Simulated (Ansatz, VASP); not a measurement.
## Two plane-wave programs on Si2Mo

File INCAR:

```
SYSTEM = Si2Mo
PREC = Accurate
ENCUT = 600
EDIFF = 1E-6
ISMEAR = -1
SIGMA = 0.05
LREAL = .False.
LASPH = .True.
NELM = 80
ALGO = Normal
ISIF = 3
LWAVE = .False.
LCHARG = .False.
GGA = RP
IVDW = 12
IBRION = 2
NSW = 60
EDIFFG = -0.01
```

Contents of KPOINTS:

```
Automatic mesh
0
Gamma
  12 12 12
  0 0 0
```

The input POSCAR:

```
Si2Mo
1.0
   -1.6000000000      1.6000000000      3.9305000000
    1.6000000000     -1.6000000000      3.9305000000
    1.6000000000      1.6000000000     -3.9305000000
Mo Si
1 2
Direct
    0.0000000000      0.0000000000      0.0000000000
    0.6670000000      0.6670000000      0.0000000000
    0.3330000000      0.3330000000      0.0000000000
```

Contents of input.yaml:

```yaml
crystal:
  lattice:
    - [-1.6, 1.6, 3.9305]
    - [1.6, -1.6, 3.9305]
    - [1.6, 1.6, -3.9305]
  atoms:
    - { symbol: Mo, position: [0.0, 0.0, 0.0] }
    - { symbol: Si, position: [0.667, 0.667, 0.0] }
    - { symbol: Si, position: [0.333, 0.333, 0.0] }
hamiltonian:
  xc: rpbe
  pseudopotentials: { kind: paw }
  dispersion: d3bj
kpoints:
  mp_grid: { grid: [12, 12, 12] }
scf:
  occupations: { method: fermi_dirac, width: 0.05 }
output:
  forces: true
  stress: true
relax:
  f_tol: 0.01
  max_steps: 40
  cell: { stress_tol: 0.05 }
```

Alike in both runs: task relaxation of cell and atoms; functional RPBE; dispersion D3(BJ); k mesh 12 × 12 × 12; occupations fermi-dirac, width 0.05 eV; no spin polarisation.

|  | VASP | Ansatz |
| --- | --- | --- |
| version | VASP 6.6.1 | Ansatz 0.2.0 |
| potentials or method | VASP PAW PBE potentials, release 64 (Mo_sv, Si) | Ansatz PAW |
| plane-wave cutoff (eV) | 600 | 420 |
| valence electrons in the cell | 22 | 22 |

|  | VASP | Ansatz | Ansatz less VASP |
| --- | --- | --- | --- |
| relaxed volume (Å³/atom) | 11.64 | 11.65 | +0.013 |
| relaxed cell length with the largest relative difference (Å) | 4.354 | 4.356 | +0.0020 |

VASP's potentials were made for PBE, not for RPBE.

Noted on Ansatz's run: the plane-wave basis is chosen anew once the cell has moved, so the energies of steps on either side of that aren't comparable.
